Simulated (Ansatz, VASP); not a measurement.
## Te: VASP beside Ansatz

Contents of INCAR:

```
SYSTEM = Te
ALGO     = Normal         ! electronic algorithm
EDIFF    = 1E-6           ! SCF threshold, eV
ENCUT    = 520            ! plane-wave cutoff, eV
GGA      = RP             ! functional
ISIF     = 2              ! what is computed and relaxed
ISMEAR   = -1             ! smearing method
LASPH    = .TRUE.         ! aspherical terms in the spheres
LCHARG   = .TRUE.         ! write CHGCAR
LELF     = .TRUE.         ! ELF
LREAL    = .FALSE.        ! projectors in reciprocal space
LVHAR    = .TRUE.       
LWAVE    = .FALSE.        ! write WAVECAR
NBANDS   = 9              ! bands
NELM     = 80             ! most SCF steps
PREC     = Accurate       ! precision mode
SIGMA    = 0.1            ! smearing width, eV
```

KPOINTS

```
k-points
0
G
  11 11 11
  0 0 0
```

The input POSCAR:

```
Te
1.0
    3.3547924045      0.0000000000      0.0000000000
    0.0000000000      3.3547924045      0.0000000000
    0.0000000000      0.0000000000      3.3547924045
Te
1
Direct
    0.0000000000      0.0000000000      0.0000000000
```

Input for Ansatz:

```yaml
crystal:
  lattice:
    - [3.3547924045, 0.0, 0.0]
    - [0.0, 3.3547924045, 0.0]
    - [0.0, 0.0, 3.3547924045]
  atoms:
    - { symbol: Te, position: [0.0, 0.0, 0.0] }
hamiltonian:
  xc: rpbe
  pseudopotentials:
    kind: paw
    azcp:
      Te: "pseudopotentials/Te.paw.azcp"
basis:
  ecutwfc: 420
  fft_grid_basis: typed
kpoints:
  mp_grid: { grid: [11, 11, 11], shift: [0, 0, 0] }
magnetization:
  spin_polarized: false
scf:
  occupations: { method: fermi_dirac, width: 0.1 }
  lower_state_search: "off"
output:
  stress: true
```

Alike in both runs: task single point; functional RPBE; k mesh 11 × 11 × 11; occupations fermi-dirac, width 0.1 eV; no spin polarisation.

|  | VASP | Ansatz |
| --- | --- | --- |
| version | VASP 6.6.1 | Ansatz 0.2.0 |
| potentials or method | VASP PAW PBE potentials, release 64 (Te), cutoff 520 eV | plane waves (420 eV) with PAW, scalar-relativistic |
| valence electrons in the cell | 6 | 16 |

|  | VASP | Ansatz | Ansatz less VASP |
| --- | --- | --- | --- |
| pressure (GPa) | -4.0 | -3.9 | +0.06 |

VASP's potentials were made for PBE, not for RPBE. With one functional, cell and mesh, what is left measures potentials, basis and numerics. VASP's potentials hold 6 valence electrons a cell and Ansatz's 16, so a difference there can come from the potentials and not from the codes.

Neither program's run includes spin-orbit coupling.
